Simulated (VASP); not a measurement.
# MgO (Fm-3m) in VASP: G0W0 quasiparticle levels with PBE

Aim: the G0W0 quasiparticle levels of MgO with PBE.

Everything below comes from runs of VASP 6.6.1. Logs are shortened: lines on timing, memory, paths and dates and some standing lists are left out, and cuts for length are marked.

### Step 1. The cell of the first run

The structure is cubic, space group Fm-3m (No. 225). The conventional cell has a = 4.204 Å, b = 4.204 Å, c = 4.204 Å, α = 90.00°, β = 90.00°, γ = 90.00°. Within 2.8 Å of Mg (site symmetry m-3m) lie 6 O at 2.10 Å. O (site symmetry m-3m) has 6 Mg at 2.10 Å within 2.8 Å.

### Step 2. G0W0 quasiparticle levels, PBE

Contents of POSCAR:

```
MgO
1.0
    0.0000000000      2.1021680189      2.1021680189
    2.1021680189      0.0000000000      2.1021680189
    2.1021680189      2.1021680189      0.0000000000
Mg O
1 1
Direct
    0.0000000000      0.0000000000      0.0000000000
    0.5000000000      0.5000000000      0.5000000000
```

Contents of INCAR.step1:

```
SYSTEM = MgO
PREC     = Accurate       ! precision mode
ENCUT    = 500            ! plane-wave cutoff, eV
EDIFF    = 1E-8           ! SCF threshold, eV
ISMEAR   = 0              ! smearing method
SIGMA    = 0.01           ! smearing width, eV
LREAL    = .FALSE.        ! projectors in reciprocal space
LASPH    = .TRUE.         ! aspherical terms in the spheres
NELM     = 100            ! most SCF steps
ALGO     = Normal         ! electronic algorithm
LWAVE    = .TRUE.         ! write WAVECAR
LCHARG   = .FALSE.        ! write CHGCAR
GGA      = PE             ! functional
```

Contents of INCAR.step2:

```
SYSTEM = MgO
PREC     = Accurate       ! precision mode
ENCUT    = 500            ! plane-wave cutoff, eV
EDIFF    = 1E-8           ! SCF threshold, eV
ISMEAR   = 0              ! smearing method
SIGMA    = 0.01           ! smearing width, eV
LREAL    = .FALSE.        ! projectors in reciprocal space
LASPH    = .TRUE.         ! aspherical terms in the spheres
NELM     = 1              ! most SCF steps
ALGO     = Exact          ! electronic algorithm
LWAVE    = .TRUE.         ! write WAVECAR
LCHARG   = .FALSE.        ! write CHGCAR
GGA      = PE             ! functional
NBANDS   = 59             ! bands
LOPTICS  = .TRUE.         ! frequency-dependent dielectric function
ISTART   = 1
```

Contents of INCAR.step3:

```
SYSTEM = MgO
PREC     = Accurate       ! precision mode
ENCUT    = 500            ! plane-wave cutoff, eV
EDIFF    = 1E-8           ! SCF threshold, eV
ISMEAR   = 0              ! smearing method
SIGMA    = 0.01           ! smearing width, eV
LREAL    = .FALSE.        ! projectors in reciprocal space
LASPH    = .TRUE.         ! aspherical terms in the spheres
ALGO     = EVGW0          ! electronic algorithm
LWAVE    = .FALSE.        ! write WAVECAR
LCHARG   = .FALSE.        ! write CHGCAR
GGA      = PE             ! functional
NELMGW   = 1            
NBANDS   = 59             ! bands
ENCUTGW  = 120.0          ! cutoff of the response function
NOMEGA   = 96             ! frequency points
PRECFOCK = Fast         
ISTART   = 1            
NBANDSGW = 12           
OMEGAMAX = 30
```

Contents of KPOINTS:

```
Automatic mesh
0
G
  6 6 6
  0 0 0
```

Potentials or basis: VASP PAW PBE potentials, release 64 (Mg_GW, O_GW).

Started as:

```sh
> cat potpaw_PBE.64/Mg_GW/POTCAR potpaw_PBE.64/O_GW/POTCAR > POTCAR
> cp INCAR.step1 INCAR
> mpirun -np 1 vasp_std > vasp.out
> cp INCAR.step2 INCAR
> mpirun -np 1 vasp_std > vasp.out
> cp INCAR.step3 INCAR
> mpirun -np 1 vasp_std > vasp.out
```

OUTCAR:

```text
SYSTEM = MgO
   PREC = Accurate
   ENCUT = 500
   EDIFF = 1E-8
   ISMEAR = 0
   LREAL = .FALSE.
   LASPH = .TRUE.
   GGA = PE
   NELMGW = 1
   ENCUTGW = 120.0
   PRECFOCK = Fast
   ISTART = 1

 ion  position               nearest neighbor table
   1  0.000  0.000  0.000-   2 2.10   2 2.10   2 2.10   2 2.10   2 2.10   2 2.10
   2  0.500  0.500  0.500-   1 2.10   1 2.10   1 2.10   1 2.10   1 2.10   1 2.10

  LATTYP: Found a face centered cubic cell.
 ALAT       =     4.2043360378

  Lattice vectors:

 A1 = (   0.0000000000,   2.1021680189,   2.1021680189)
 A2 = (   2.1021680189,   0.0000000000,   2.1021680189)
 A3 = (   2.1021680189,   2.1021680189,   0.0000000000)

Analysis of symmetry for initial positions (statically):
=====================================================================
 Subroutine PRICEL returns:
 Original cell was already a primitive cell.

 Routine SETGRP: Setting up the symmetry group for a
 face centered cubic supercell.

 Subroutine GETGRP returns: Found 48 space group operations
 (whereof 48 operations were pure point group operations)
 out of a pool of 48 trial point group operations.

The static configuration has the point symmetry O_h .

Analysis of symmetry for dynamics (positions and initial velocities):
=====================================================================
 Subroutine PRICEL returns:
 Original cell was already a primitive cell.

 Routine SETGRP: Setting up the symmetry group for a
 face centered cubic supercell.

 Subroutine GETGRP returns: Found 48 space group operations
 (whereof 48 operations were pure point group operations)
 out of a pool of 48 trial point group operations.

The dynamic configuration has the point symmetry O_h .

 Subroutine INISYM returns: Found 48 space group operations
 (whereof 48 operations are pure point group operations),
 and found     1 'primitive' translations

----------------------------------------------------------------------------------------

                                     Primitive cell

  volume of cell :      18.5794

  direct lattice vectors                    reciprocal lattice vectors
     0.000000000  2.102168019  2.102168019    -0.237849684  0.237849684  0.237849684
     2.102168019  0.000000000  2.102168019     0.237849684 -0.237849684  0.237849684
     2.102168019  2.102168019  0.000000000     0.237849684  0.237849684 -0.237849684

  length of vectors
     2.972914523  2.972914523  2.972914523     0.411967738  0.411967738  0.411967738

  position of ions in fractional coordinates (direct lattice)
     0.000000000  0.000000000  0.000000000
     0.500000000  0.500000000  0.500000000

  ion indices of the primitive-cell ions
   primitive index   ion index
                 1           1
                 2           2

----------------------------------------------------------------------------------------

 KPOINTS: Automatic mesh

Automatic generation of k-mesh.
 Grid dimensions read from file:
 generate k-points for:    6    6    6

 Generating k-lattice:

  Cartesian coordinates                     Fractional coordinates (reciprocal lattice)
    -0.039641614  0.039641614  0.039641614     0.166666667  0.000000000  0.000000000
     0.039641614 -0.039641614  0.039641614     0.000000000  0.166666667  0.000000000
     0.039641614  0.039641614 -0.039641614     0.000000000  0.000000000  0.166666667

  Length of vectors
     0.068661290  0.068661290  0.068661290

  Shift w.r.t. Gamma in fractional coordinates (k-lattice)
     0.000000000  0.000000000  0.000000000

 Subroutine IBZKPT returns following result:
 ===========================================

 Found     16 irreducible k-points:

 Following reciprocal coordinates:
            Coordinates               Weight
  0.000000  0.000000  0.000000      1.000000
  0.166667  0.000000  0.000000      8.000000
  0.333333  0.000000  0.000000      8.000000
  0.500000  0.000000  0.000000      4.000000
  0.166667  0.166667  0.000000      6.000000
  0.333333  0.166667  0.000000     24.000000
[... 8 lines left out ...]
 -0.333333  0.333333  0.166667     24.000000
 -0.333333  0.500000  0.166667     12.000000
   k-points           NKPTS =     16   k-points in BZ     NKDIM =    216   number of bands    NBANDS=     59
   number of dos      NEDOS =    301   number of ions     NIONS =      2
   total plane-waves  NPLWV =  13824
   dimension x,y,z NGX =    24 NGY =   24 NGZ =   24
   dimension x,y,z NGXF=    48 NGYF=   48 NGZF=   48
   ions per type =               1   1
   NGX,Y,Z   is equivalent  to a cutoff of  13.42, 13.42, 13.42 a.u.
   NGXF,Y,Z  is equivalent  to a cutoff of  26.84, 26.84, 26.84 a.u.
 SYSTEM =  MgO
   PREC   = accura    normal or accurate (medium, high low for compatibility)
   ISTART =      1    job   : 0-new  1-cont  2-samecut
   ICHARG =      0    charge: 1-file 2-atom 10-const
   ISPIN  =      1    spin polarized calculation?
   LNONCOLLINEAR =      F non collinear calculations
   LSORBIT =      F    spin-orbit coupling
   LASPH  =      T    aspherical Exc in radial PAW
   ENCUT  =  500.0 eV  36.75 Ry    6.06 a.u.   5.42  5.42  5.42*2*pi/ulx,y,z
   NELM   =     60;   NELMIN=  2; NELMDL=  0     # of ELM steps
   EDIFF  = 0.1E-07   stopping-criterion for ELM
   LREAL  =      F    real-space projection
   EDIFFG = 0.1E-06   stopping-criterion for IOM
   NSW    =      0    number of steps for IOM
   IBRION =     -1    ionic relax: 0-MD 1-quasi-New 2-CG
   NFREE  =      0    steps in history (QN), initial steepest desc. (CG)
   ISIF   =      0    stress and relaxation
   ISYM   =      3    0-nonsym 1-usesym 2-fastsym
   POTIM  = 0.5000    time-step for ionic-motion
   TEBEG  =    0.0;   TEEND  =   0.0 temperature during run
   PSTRESS=    0.0 pullay stress
   NELECT =       8.0000    total number of electrons
   NUPDOWN=      -1.0000    fix difference up-down
   EMIN   =  10.00;   EMAX   =-10.00  energy-range for DOS
   EFERMI =   0.00;   METHOD = LEGACY
   ISMEAR =     0;   SIGMA  =   0.01  broadening in eV -4-tet -1-fermi 0-gaus
   EFERMI_NEDOS =   21; number of points for ismear=-14 and -15
   IALGO  =     38    algorithm
   IMIX   =      4    mixing-type and parameters
     AMIX     =   0.40;   BMIX     =  1.00
     AMIX_MAG =   1.60;   BMIX_MAG =  1.00
  volume/ion in A,a.u.               =       9.29        62.69
  Fermi-wavevector in a.u.,A,eV,Ry     =   1.236215  2.336108 20.792804  1.528228
  Thomas-Fermi vector in A             =   2.370833
   LORBIT       =      0    0 simple, 1 ext, 2 COOP (PROOUT), +10 PAW based schemes
   GGA     = PE    functional components
   LHFCALC =     T    Hartree Fock is set to
   PRECFOCK=fast      Normal, Fast or Accurate (Low or Medium for compatibility)
   ENCUT4O =  -1.0   cutoff for four orbital integrals eV
   NKREDX  =     1    reduce k-point grid by
   NKREDY  =     1    reduce k-point grid by
   NKREDZ  =     1    reduce k-point grid by
   AEXX    =    1.0000 exact exchange contribution
   HFSCREEN=    0.0000 screening length (either q_TF or 0.3 A-1)
   HFSCREENC=   0.0000 screening length for correlation (either q_TF or 0.3 A-1)
   ENCUTFOCK=  -1.0 apply spherical cutoff to Coloumb kernel
   IVDW    =     0    specifies the selected vdW correction
   LEPSILON=     F    determine dielectric tensor
   LRPA    =     F    only Hartree local field effects (RPA)
   LRPAFORCE           =     F    calculate RPA forces
   ENCUTGW             = 120.0    cutoff for response function in eV
   ENCUTGWSOFT         =  96.0    soft cutoff for Coulomb kernel in GW response function in eV
   ENCUTLF             =  -1.0    cutoff for local field effects
   NELMGW              =     1    number of iterations in solving QP/BSE equation
   NELMHF              =     1    number of iterations in the inner HF iteration
   NKREDLFX            =     1    NKREDLFY  =   1   NKREDLFZ  =   1
 non-spin polarized calculation
 Gauss-broadening in eV      SIGMA  =   0.01
  energy-cutoff  :      500.00
  volume of cell :       18.58
 maximum number of plane-waves:       489
 NGX is ok and might be reduce to    24
  NGX = 14; NGY = 14; NGZ = 14
   NGX = 11   NGY = 11   NGZ = 11
 maximum number of plane-waves:        64
 NGX is ok and might be reduce to    14

 QP shifts <psi_nk| G(iteration)W_0 |psi_nk>: iteration 1
 for sc-GW calculations column KS-energies equals QP-energies in previous step
 and V_xc(KS)=  KS-energies - (<T + V_ion + V_H > + <T+V_H+V_ion>^1  + <V_x>^1)

 k-point   1 :       0.0000    0.0000    0.0000
  band No.  KS-energies  QP-energies   sigma(KS)   V_xc(KS)     V^pw_x(r,r')   Z            occupation Imag(sigma)

      1     -14.0730     -16.1574     -21.1233     -18.1204     -29.9079       0.6941       2.0000       1.1189
      2       3.2240       2.0279     -21.2591     -19.7386     -25.2493       0.7866       2.0000       0.0753
      3       3.2240       2.0279     -21.2591     -19.7386     -25.2493       0.7866       2.0000       0.0753
      4       3.2240       2.0279     -21.2591     -19.7386     -25.2493       0.7866       2.0000       0.0753
      5       8.0036       9.2583     -10.7219     -12.2124      -7.4508       0.8418       0.0000      -0.0550
      6      19.0621      20.3477      -7.5159      -9.0657      -3.0930       0.8295       0.0000      -0.1048
      7      19.0621      20.3477      -7.5159      -9.0657      -3.0930       0.8295       0.0000      -0.1048
      8      19.0621      20.3477      -7.5159      -9.0657      -3.0930       0.8295       0.0000      -0.1048
      9      22.9939      23.4540      -7.3385      -7.9368      -1.6841       0.7690       0.0000      -0.4558
     10      24.7750      26.3838      -7.9217      -9.8787      -3.2625       0.8221       0.0000      -0.1741
     11      24.7750      26.3838      -7.9217      -9.8787      -3.2625       0.8221       0.0000      -0.1741
     12      27.3734      28.9225      -7.5464      -9.4962      -1.8749       0.7945       0.0000      -0.4809

 k-point   2 :       0.1667    0.0000    0.0000
  band No.  KS-energies  QP-energies   sigma(KS)   V_xc(KS)     V^pw_x(r,r')   Z            occupation Imag(sigma)
[... 225 lines left out ...]
      1     -12.4746     -14.6045     -22.7623     -19.8516     -31.3827       0.7317       2.0000       1.0028
      2      -0.3553      -2.1126     -17.9226     -15.6376     -22.1191       0.7691       2.0000       0.1148
      3       0.9695      -0.6214     -18.9659     -16.9199     -23.0483       0.7776       2.0000       0.0959
      4       1.5457       0.0625     -19.5896     -17.6869     -23.6734       0.7795       2.0000       0.0897
      5      13.8029      15.1489      -9.3532     -10.9763      -5.3931       0.8293       0.0000      -0.0763
      6      14.6957      16.3315      -8.7767     -10.7349      -4.7697       0.8354       0.0000      -0.0757
      7      15.7512      17.5714     -11.9234     -14.2124      -7.5621       0.7952       0.0000      -0.1061
      8      19.7551      21.3632      -9.0888     -11.0966      -4.1669       0.8009       0.0000      -0.1786
      9      23.4294      25.0113      -9.3184     -11.3410      -3.8255       0.7821       0.0000      -0.3335
     10      27.9145      29.2075      -7.8937      -9.4888      -2.3591       0.8106       0.0000      -0.5869
     11      29.4854      31.4770      -8.7758     -11.1275      -3.5729       0.8468       0.0000      -0.6275
     12      31.6609      33.7365      -9.4024     -11.8380      -3.7437       0.8522       0.0000      -0.8419
```

It took 3.6 min on 1 thread of Intel Xeon 8259CL, shared host; peak memory 0.26 GiB.

Results:

| Quantity | Value |
| --- | --- |
| Quasiparticle gap | 7.23 eV |
| Least direct quasiparticle gap | 7.23 eV |
| Band gap of the starting levels on the mesh | 4.78 eV |
| Least direct gap of the starting levels on the mesh | 4.78 eV |

Caveat: the k points lie up to 0.43 Å⁻¹ apart; bands, screening cutoff and mesh are small and nothing is extrapolated, so the quasiparticle values aren't converged.
